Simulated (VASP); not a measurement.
## BN: single point with r2SCAN

The system is BN.

```
B N
1.0
     2.50399    0.00000    0.00000
    -1.25200    2.16852    0.00000
     0.00000    0.00000    6.66120
B N
2 2
Cartesian
  0.0212 1.4669 1.6653
  1.2308 0.7016 4.9959
  -0.0212 1.4245 4.9959
  1.2732 0.7440 1.6653
```

This cell differs from its parent crystal: mode 4 (47.7 1/cm) frozen in, largest displacement +0.030 Å.

```
Program             : VASP 6.6.1
Task                : single point
Functional          : r2SCAN
Potentials or basis : VASP PAW PBE potentials, release 64 (B, N)
Cutoff              : 520 eV
k mesh              : 12 × 12 × 4
Occupations         : gaussian, width 0.05 eV
Spin                : no spin polarisation
```

* Pressure: -0.2 GPa
* Largest force: 0.004 eV/Å
* Band gap on the k mesh: 4.79 eV, indirect (least direct gap 5.21 eV)

Forces in eV/Å, atoms in the order of the input:
```
B   -0.002 -0.002  0.000
B    0.002  0.002  0.000
N    0.003  0.003  0.000
N   -0.003 -0.003  0.000
```

Stress tensor (GPa, compression positive):
```
-0.59  0.03  0.00
 0.03 -0.65  0.00
 0.00  0.00  0.58
```

Levels at points of the mesh, in eV from the valence-band top:
```
           k point  band 4  band 5  band 6  band 7  band 8  band 9  band 10  band 11  band 12  band 13
(0.00, 0.00, 0.00)   -4.22   -1.37   -1.37   -1.33   -1.33    5.60    11.03    12.28    12.29    12.41
(0.50, 0.00, 0.00)   -9.22   -4.30   -4.24   -1.42   -0.50    4.97     6.21    10.20    10.64    13.32
(0.00, 0.50, 0.00)   -9.20   -4.30   -4.24   -1.47   -0.42    4.79     6.37    10.19    10.66    13.23
(0.50, 0.50, 0.00)   -9.20   -4.30   -4.24   -1.46   -0.44    4.83     6.33    10.19    10.65    13.26
(0.00, 0.00, 0.50)   -5.42   -1.35   -1.35   -1.35   -1.35    8.08     8.08    12.35    12.35    12.35
(0.50, 0.00, 0.50)   -9.25   -4.27   -4.27   -0.93   -0.93    5.33     5.33    10.62    10.62    14.29
(0.00, 0.50, 0.50)   -9.25   -4.27   -4.27   -0.93   -0.93    5.33     5.33    10.61    10.61    14.30
(0.50, 0.50, 0.50)   -9.25   -4.27   -4.27   -0.93   -0.93    5.33     5.33    10.62    10.62    14.29
```

Wall time 4.4 min on 1 thread of Intel(R) Xeon(R) 6975P-C (Granite Rapids), with other jobs on the host, peak memory 0.23 GiB.

Caveat: the cell differs from its parent crystal (mode 4 (47.7 1/cm) frozen in, largest displacement +0.030 Å); the PAW data sets were made with another functional, which shifts forces and pressure a little. A k mesh can miss the band edges.
